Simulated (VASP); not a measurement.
Set up this calculation in VASP 6.6.1, as the native input.

```
Task                   : single point
Functional             : r2SCAN
Potentials or basis    : VASP PAW PBE potentials, release 64 (Na_pv)
Cutoff                 : 520 eV
k mesh                 : 12 × 12 × 8
Occupations            : gaussian, width 0.15 eV
Spin                   : no spin polarisation
Dipole correction      : no
Further INCAR settings : ALGO = Normal; EDIFF = 1e-06; NBANDS = 14
```

Crystal: Na.

```
Na
1.0
     3.95535    0.00000    0.00000
    -1.97768    3.42543    0.00000
     0.00000    0.00000    5.84630
Na
2
Cartesian
  0.0000 2.2836 1.4616
  1.9777 1.1418 4.3847
```

This cell differs from its parent crystal: strain +0.050 along x and y, -0.050 along z.

The input as run:

POSCAR

```
Na
1.0
    3.9553510475      0.0000000000      0.0000000000
   -1.9776755237      3.4254344880      0.0000000000
    0.0000000000      0.0000000000      5.8463000000
Na
2
Direct
    0.3333333333      0.6666666667      0.2500000000
    0.6666666667      0.3333333333      0.7500000000
```

INCAR.step1

```
SYSTEM = Na
  ALGO = Normal
  EDIFF = 1E-4
  ENCUT = 520
  GGA = PE
  ISMEAR = 0
  LASPH = .True.
  LCHARG = .False.
  LREAL = .False.
  LWAVE = .True.
  NBANDS = 14
  NELM = 60
  PREC = Accurate
  SIGMA = 0.15
```

INCAR.step2

```
SYSTEM = Na
  ALGO = Normal
  EDIFF = 1E-6
  ENCUT = 520
  ISIF = 2
  ISMEAR = 0
  ISTART = 1
  LASPH = .True.
  LCHARG = .True.
  LELF = .True.
  LMIXTAU = .True.
  LREAL = .False.
  LVHAR = .True.
  LWAVE = .False.
  METAGGA = R2SCAN
  NBANDS = 14
  NELM = 60
  PREC = Accurate
  SIGMA = 0.15
```

KPOINTS

```
k-points
0
Gamma
  12 12 8
  0 0 0
```

Potentials or basis: VASP PAW PBE potentials, release 64 (Na_pv).

The run is started by

```bash
$ cat potpaw_PBE.64/Na_pv/POTCAR > POTCAR
$ cp INCAR.step1 INCAR
$ mpirun -np 1 vasp_std > vasp.out
$ cp INCAR.step2 INCAR
$ mpirun -np 1 vasp_std > vasp.out
```

Results of the run:

```
Pressure               : -0.3 GPa
Band gap on the k mesh : zero (bands 7 and 8 overlap by 4.07 eV)
```

Caveat: the cell differs from its parent crystal (strain +0.050 along x and y, -0.050 along z); the PAW data sets were made with another functional, which shifts forces and pressure a little.

It took 6.4 min on 1 thread of Oxide Virtual Turin-like Processor (shared host), peak memory 0.21 GiB.
